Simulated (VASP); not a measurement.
Set up this calculation in VASP 6.6.1, as the native input.

- Task: single point
- Functional: PBE
- Potentials or basis: VASP PAW PBE potentials, release 64 (Fe)
- Cutoff: 520 eV
- k mesh: 5 × 5 × 5
- Occupations: gaussian, width 0.1 eV
- Spin: non-collinear spin, typed start, spin-orbit coupling
- Starting moments: [[0.0, 0.0, 2.2]] μB
- Dipole correction: no
- Further INCAR settings: ALGO = Normal; EDIFF = 1e-07; NBANDS = 19

The structure of Fe lies in POSCAR:

```
Fe
1.0
   -1.4315000000      1.4315000000      1.4315000000
    1.4315000000     -1.4315000000      1.4315000000
    1.4315000000      1.4315000000     -1.4315000000
Fe
1
Direct
    0.0000000000      0.0000000000      0.0000000000
```

One way to write it, as run:

INCAR

```
PREC = Accurate
ENCUT = 520
EDIFF = 1E-7
ISMEAR = 0
SIGMA = 0.1
LREAL = False
LASPH = True
NELM = 150
ALGO = Normal
ISIF = 2
LWAVE = False
LCHARG = False
MAGMOM = 0 0 2.2
LORBIT = 11
LSORBIT = True
GGA_COMPAT = False
LORBMOM = True
LMAXMIX = 4
GGA = PE
NBANDS = 19
```

KPOINTS

```
Automatic mesh
0
Gamma
  5 5 5
```

Potentials or basis: VASP PAW PBE potentials, release 64 (Fe).

Launch:

```sh
$ cat potpaw_PBE.64/Fe/POTCAR > POTCAR
$ mpirun -np 1 vasp_ncl > vasp.out
```

It gave:

```yaml
Pressure: -7.7 GPa
Net_moment: 2.09 μB per cell
Valence_electrons_inside_the_program's_atomic_spheres: Fe 7.20
```

Caveat: the k points lie up to 0.62 Å⁻¹ apart.

Wall time 23 s on 1 thread of Intel(R) Xeon(R) 6975P-C (Granite Rapids), on a shared host, peak memory 0.14 GiB.
